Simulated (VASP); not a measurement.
# OF2 in VASP: single point with r2SCAN+rVV10

Aim: the single point of OF2 with r2SCAN+rVV10.

All numbers are computed with VASP 6.6.1; they aren't measurements. Logs are shortened: lines on timing, memory, paths and dates and some standing lists are left out, and cuts for length are marked.

## 1. The cell of the first run

The typed cell holds 6 atoms: a = 2.590 Å, b = 2.590 Å, c = 9.423 Å, α = 90.00°, β = 90.00°, γ = 120.00°.

## 2. Single point, r2SCAN+rVV10

Contents of POSCAR:

```
OF2
1.0
    2.5897009572      0.0000000000      0.0000000000
   -1.2948504786      2.2427468171      0.0000000000
    0.0000000000      0.0000000000      9.4229976796
O F
2 4
Direct
    0.6666666667      0.3333333333      0.2500195590
    0.3333333333      0.6666666667      0.7499804410
    0.3333333333      0.6666666667      0.3915747957
    0.6666666667      0.3333333333      0.8915351162
    0.3333333333      0.6666666667      0.1084648838
    0.6666666667      0.3333333333      0.6084252043
```

Contents of INCAR.step1:

```
ALGO     = Normal         # electronic algorithm
EDIFF    = 1E-4           # SCF threshold, eV
ENCUT    = 520            # plane-wave cutoff, eV
GGA      = PE             # functional
ISMEAR   = -1             # smearing method
LASPH    = T              # aspherical terms in the spheres
LCHARG   = F              # write CHGCAR
LREAL    = F              # projectors in reciprocal space
LWAVE    = T              # write WAVECAR
NBANDS   = 29             # bands
NELM     = 80             # most SCF steps
PREC     = Accurate       # precision mode
SIGMA    = 0.03           # smearing width, eV
```

Contents of INCAR.step2:

```
ALGO     = Normal         # electronic algorithm
BPARAM   = 11.95        
CPARAM   = 0.0093       
EDIFF    = 1E-7           # SCF threshold, eV
ENCUT    = 520            # plane-wave cutoff, eV
ISIF     = 2              # what is computed and relaxed
ISMEAR   = -1             # smearing method
ISTART   = 1            
IVDW_NL  = 2            
LASPH    = T              # aspherical terms in the spheres
LCHARG   = T              # write CHGCAR
LELF     = T              # ELF
LMIXTAU  = T            
LREAL    = F              # projectors in reciprocal space
LUSE_VDW = T            
LVHAR    = T            
LWAVE    = F              # write WAVECAR
METAGGA  = R2SCAN         # meta-GGA
NBANDS   = 29             # bands
NELM     = 80             # most SCF steps
PREC     = Accurate       # precision mode
SIGMA    = 0.03           # smearing width, eV
```

Contents of KPOINTS:

```
k-points
0
Gamma
  12 12 2
```

Potentials or basis: VASP PAW PBE potentials, release 64 (O, F).

Launch:

```bash
cat potpaw_PBE.64/O/POTCAR potpaw_PBE.64/F/POTCAR > POTCAR
cp INCAR.step1 INCAR
mpirun -np 1 vasp_std > vasp.out
cp INCAR.step2 INCAR
mpirun -np 1 vasp_std > vasp.out
```

OUTCAR:

```text
BPARAM = 11.95
   EDIFF = 1E-7
   ENCUT = 520
   ISIF = 2
   ISMEAR = -1
   ISTART = 1
   IVDW_NL = 2
   LASPH = T
   LREAL = F
   METAGGA = R2SCAN
   NELM = 80
   PREC = Accurate

 ion  position               nearest neighbor table
   1  0.667  0.333  0.250-
   2  0.333  0.667  0.750-
   3  0.333  0.667  0.392-
   4  0.667  0.333  0.892-
   5  0.333  0.667  0.108-
   6  0.667  0.333  0.608-

  LATTYP: Found a hexagonal cell.
 ALAT       =     2.5897009572
 C/A-ratio  =     3.6386431620

  Lattice vectors:

 A1 = (   2.5897009572,   0.0000000000,   0.0000000000)
 A2 = (  -1.2948504786,   2.2427468171,   0.0000000000)
 A3 = (   0.0000000000,   0.0000000000,   9.4229976796)

Analysis of symmetry for initial positions (statically):
=====================================================================
 Subroutine PRICEL returns:
 Original cell was already a primitive cell.

 Routine SETGRP: Setting up the symmetry group for a
 hexagonal supercell.

 Subroutine GETGRP returns: Found 12 space group operations
 (whereof 12 operations were pure point group operations)
 out of a pool of 24 trial point group operations.

The static configuration has the point symmetry D_3d.

Analysis of symmetry for dynamics (positions and initial velocities):
=====================================================================
 Subroutine PRICEL returns:
 Original cell was already a primitive cell.

 Routine SETGRP: Setting up the symmetry group for a
 hexagonal supercell.

 Subroutine GETGRP returns: Found 12 space group operations
 (whereof 12 operations were pure point group operations)
 out of a pool of 24 trial point group operations.

The dynamic configuration has the point symmetry D_3d.

 Subroutine INISYM returns: Found 12 space group operations
 (whereof 12 operations are pure point group operations),
 and found     1 'primitive' translations

----------------------------------------------------------------------------------------

                                     Primitive cell

  volume of cell :      54.7292

  direct lattice vectors                    reciprocal lattice vectors
     2.589700957  0.000000000  0.000000000     0.386144971  0.222940903  0.000000000
    -1.294850479  2.242746817  0.000000000     0.000000000  0.445881805  0.000000000
     0.000000000  0.000000000  9.422997680     0.000000000  0.000000000  0.106123341

  length of vectors
     2.589700957  2.589700957  9.422997680     0.445881805  0.445881805  0.106123341

  position of ions in fractional coordinates (direct lattice)
     0.666666667  0.333333333  0.250019559
     0.333333333  0.666666667  0.749980441
     0.333333333  0.666666667  0.391574796
     0.666666667  0.333333333  0.891535116
     0.333333333  0.666666667  0.108464884
     0.666666667  0.333333333  0.608425204

  ion indices of the primitive-cell ions
   primitive index   ion index
                 1           1
                 2           2
                 3           3
                 4           4
                 5           5
                 6           6

----------------------------------------------------------------------------------------

 KPOINTS: k-points

Automatic generation of k-mesh.
 Grid dimensions read from file:
 generate k-points for:   12   12    2

 Generating k-lattice:

  Cartesian coordinates                     Fractional coordinates (reciprocal lattice)
     0.032178748  0.018578409  0.000000000     0.083333333  0.000000000  0.000000000
     0.000000000  0.037156817  0.000000000     0.000000000  0.083333333  0.000000000
     0.000000000  0.000000000  0.053061671     0.000000000  0.000000000  0.500000000

  Length of vectors
     0.037156817  0.037156817  0.053061671

  Shift w.r.t. Gamma in fractional coordinates (k-lattice)
     0.000000000  0.000000000  0.000000000

 Subroutine IBZKPT returns following result:
 ===========================================

 Found     38 irreducible k-points:

 Following reciprocal coordinates:
            Coordinates               Weight
  0.000000  0.000000  0.000000      1.000000
  0.083333  0.000000  0.000000      6.000000
  0.166667  0.000000  0.000000      6.000000
  0.250000 -0.000000  0.000000      6.000000
  0.333333  0.000000  0.000000      6.000000
  0.416667 -0.000000  0.000000      6.000000
[... 16 lines left out ...]
  0.250000 -0.000000  0.500000      6.000000
  0.333333  0.000000  0.500000      6.000000
 [... further k-points ...]
   k-points           NKPTS =     38   k-points in BZ     NKDIM =     38   number of bands    NBANDS=     29
   number of dos      NEDOS =    301   number of ions     NIONS =      6
   total plane-waves  NPLWV =  28000
   dimension x,y,z NGX =    20 NGY =   20 NGZ =   70
   dimension x,y,z NGXF=    40 NGYF=   40 NGZF=  140
   ions per type =               2   4
   NGX,Y,Z   is equivalent  to a cutoff of  12.84, 12.84, 12.35 a.u.
   NGXF,Y,Z  is equivalent  to a cutoff of  25.68, 25.68, 24.70 a.u.
 SYSTEM =  unknown system
   PREC   = accura    normal or accurate (medium, high low for compatibility)
   ISTART =      1    job   : 0-new  1-cont  2-samecut
   ICHARG =      0    charge: 1-file 2-atom 10-const
   ISPIN  =      1    spin polarized calculation?
   LNONCOLLINEAR =      F non collinear calculations
   LSORBIT =      F    spin-orbit coupling
   LASPH  =      T    aspherical Exc in radial PAW
   ENCUT  =  520.0 eV  38.22 Ry    6.18 a.u.   4.82  4.82 17.52*2*pi/ulx,y,z
   NELM   =     80;   NELMIN=  2; NELMDL=  0     # of ELM steps
   EDIFF  = 0.1E-06   stopping-criterion for ELM
   LREAL  =      F    real-space projection
   EDIFFG = 0.1E-05   stopping-criterion for IOM
   NSW    =      0    number of steps for IOM
   IBRION =     -1    ionic relax: 0-MD 1-quasi-New 2-CG
   NFREE  =      0    steps in history (QN), initial steepest desc. (CG)
   ISIF   =      2    stress and relaxation
   ISYM   =      2    0-nonsym 1-usesym 2-fastsym
   POTIM  = 0.5000    time-step for ionic-motion
   TEBEG  =    0.0;   TEEND  =   0.0 temperature during run
   PSTRESS=    0.0 pullay stress
   NELECT =      40.0000    total number of electrons
   NUPDOWN=      -1.0000    fix difference up-down
   EMIN   =  10.00;   EMAX   =-10.00  energy-range for DOS
   EFERMI =   0.00;   METHOD = LEGACY
   ISMEAR =    -1;   SIGMA  =   0.03  broadening in eV -4-tet -1-fermi 0-gaus
   EFERMI_NEDOS =   21; number of points for ismear=-14 and -15
   IALGO  =     38    algorithm
   IMIX   =      4    mixing-type and parameters
     AMIX     =   0.40;   BMIX     =  1.00
     AMIX_MAG =   1.60;   BMIX_MAG =  1.00
  volume/ion in A,a.u.               =       9.12        61.56
  Fermi-wavevector in a.u.,A,eV,Ry     =   1.474648  2.786682 29.587068  2.174588
  Thomas-Fermi vector in A             =   2.589394
   LORBIT       =      0    0 simple, 1 ext, 2 COOP (PROOUT), +10 PAW based schemes
   METAGGA = R2SCAN    functional components
   LHFCALC =     F    Hartree Fock is set to
   AEXX    =    0.0000 exact exchange contribution
   IVDW_NL    =     2    kernel type
   BPARAM     =11.9500
   IVDW    =     0    specifies the selected vdW correction
   LEPSILON=     F    determine dielectric tensor
   LRPA    =     F    only Hartree local field effects (RPA)
 non-spin polarized calculation
  energy-cutoff  :      520.00
  volume of cell :       54.73
 maximum number of plane-waves:      1488
 NGX is ok and might be reduce to    20
   NGX =  9   NGY =  9   NGZ = 35

 number of electron      40.0000018 magnetization

 Free energy of the ion-electron system (eV)
  ---------------------------------------------------
  ext. energy  EPLUGINS =         0.00000000
  ---------------------------------------------------
  free energy    TOTEN  =       -14.55702334 eV

  energy without entropy =      -14.52573097  energy(sigma->0) =      -14.54137715

 E-fermi :  -1.0774     XC(G=0): -11.5579

 val. band max:       -1.0812952876   @ k =   0.1667   0.0000   0.0000
 cond. band min:      -1.0709272518   @ k =   0.0833   0.0833   0.5000
 fundamental gap:      0.0103680359
 Fermi energy:        -1.0773513075

 k-point     1 :       0.0000    0.0000    0.0000
  band No.  band energies     occupation
      1     -25.6643      2.00000
      2     -25.2783      2.00000
      3     -24.7300      2.00000
      4     -24.1807      2.00000
      5     -19.2985      2.00000
      6     -19.0570      2.00000
[... 21 lines left out ...]
     28      18.4669      0.00000
     29      18.6099      0.00000

 k-point     2 :       0.0833    0.0000    0.0000
  band No.  band energies     occupation
      1     -25.5806      2.00000
      2     -25.1995      2.00000
      3     -24.6746      2.00000
      4     -24.1396      2.00000
      5     -19.2872      2.00000
      6     -19.0656      2.00000
[... 21 lines left out ...]
     28      18.6598      0.00000
     29      18.7100      0.00000

 k-point     3 :       0.1667    0.0000    0.0000
  band No.  band energies     occupation
      1     -25.3415      2.00000
      2     -24.9763      2.00000
      3     -24.5178      2.00000
      4     -24.0254      2.00000
      5     -19.2641      2.00000
      6     -19.0971      2.00000
[... 21 lines left out ...]
     28      18.8506      0.00000
     29      19.1826      0.00000

 k-point     4 :       0.2500   -0.0000    0.0000
  band No.  band energies     occupation
      1     -24.9849      2.00000
      2     -24.6512      2.00000
      3     -24.2922      2.00000
      4     -23.8693      2.00000
      5     -19.2569      2.00000
      6     -19.1640      2.00000
[... 21 lines left out ...]
     28      18.6935      0.00000
     29      19.8408      0.00000

 k-point     5 :       0.3333    0.0000    0.0000
  band No.  band energies     occupation
      1     -24.5804      2.00000
      2     -24.2991      2.00000
      3     -24.0463      2.00000
      4     -23.7166      2.00000
      5     -19.2893      2.00000
      6     -19.2648      2.00000
[... 21 lines left out ...]
     28      18.2879      0.00000
     29      20.1389      0.00000
[... 510 lines left out ...]
     28      17.3713      0.00000
     29      19.1062      0.00000

 k-point    22 :       0.1667    0.0000    0.5000
  band No.  band energies     occupation
      1     -25.2054      2.00000
      2     -25.2049      2.00000
      3     -24.2276      2.00000
      4     -24.2272      2.00000
      5     -19.1795      2.00000
      6     -19.1794      2.00000
[... 21 lines left out ...]
     28      17.7611      0.00000
     29      19.5750      0.00000

 k-point    23 :       0.2500   -0.0000    0.5000
  band No.  band energies     occupation
      1     -24.8619      2.00000
      2     -24.8615      2.00000
      3     -24.0377      2.00000
      4     -24.0375      2.00000
      5     -19.2098      2.00000
      6     -19.2097      2.00000
[... 21 lines left out ...]
     28      18.0548      0.00000
     29      20.1643      0.00000

 k-point    24 :       0.3333    0.0000    0.5000
  band No.  band energies     occupation
      1     -24.4783      2.00000
      2     -24.4779      2.00000
      3     -23.8433      2.00000
      4     -23.8432      2.00000
      5     -19.2770      2.00000
      6     -19.2770      2.00000
[... 21 lines left out ...]
     28      17.9867      0.00000
     29      20.7003      0.00000

 [... further k-points ...]
[... 5 lines left out ...]
  --------------------------------------------------------------------------------------
  -------------------------------------------------------------------------------------
  Total       -0.2033980     -0.2033980     -0.2211996      0.0000000      0.0000000      0.0000000
  in kB       -5.9544029     -5.9544029     -6.4755384      0.0000000      0.0000000      0.0000000
  external PRESSURE =      -6.1281148 kB  Pullay stress =       0.0000000 kB

 VOLUME and BASIS-vectors are now :
 -----------------------------------------------------------------------------
  energy-cutoff  :      520.00
  volume of cell :       54.73
      direct lattice vectors                 reciprocal lattice vectors
     2.589700957  0.000000000  0.000000000     0.386144971  0.222940903  0.000000000
    -1.294850479  2.242746817  0.000000000     0.000000000  0.445881805  0.000000000
     0.000000000  0.000000000  9.422997680     0.000000000  0.000000000  0.106123341

 POSITION                                       TOTAL-FORCE (eV/Angst)
 -----------------------------------------------------------------------------------
      1.29485      0.74758      2.35593        -0.000000      0.000000     -0.000073
     -0.00000      1.49516      7.06706         0.000000     -0.000000      0.000073
     -0.00000      1.49516      3.68981         0.000000      0.000000      0.004903
      1.29485      0.74758      8.40093        -0.000000      0.000000      0.005119
     -0.00000      1.49516      1.02206         0.000000     -0.000000     -0.005119
      1.29485      0.74758      5.73319         0.000000     -0.000000     -0.004903
 -----------------------------------------------------------------------------------
    total drift:                                0.000000     -0.000000     -0.000000

  FREE ENERGIE OF THE ION-ELECTRON SYSTEM (eV)
  ---------------------------------------------------
  free  energy   TOTEN  =       -14.5570233384 eV

  energy  without entropy=      -14.5257309681  energy(sigma->0) =      -14.54137715
```

It took 3.3 min on 1 thread of Intel Xeon Platinum 8488C (Sapphire Rapids), shared host; peak memory 0.3 GiB.

What came out:

* Free energy: -14.5570 eV
* Pressure: -0.6 GPa
* Largest force: 0.005 eV/Å
* Band gap on the k mesh: zero (band 20 reaches -0.98 eV, above the bottom of band 21 at -1.19 eV)

Forces in eV/Å, atoms in the order of the input:
```
O    0.000  0.000  0.000
O    0.000  0.000  0.000
F    0.000  0.000  0.005
F    0.000  0.000  0.005
F    0.000  0.000 -0.005
F    0.000  0.000 -0.005
```

Caveat: the PAW data sets were made with another functional, which shifts forces and pressure a little.
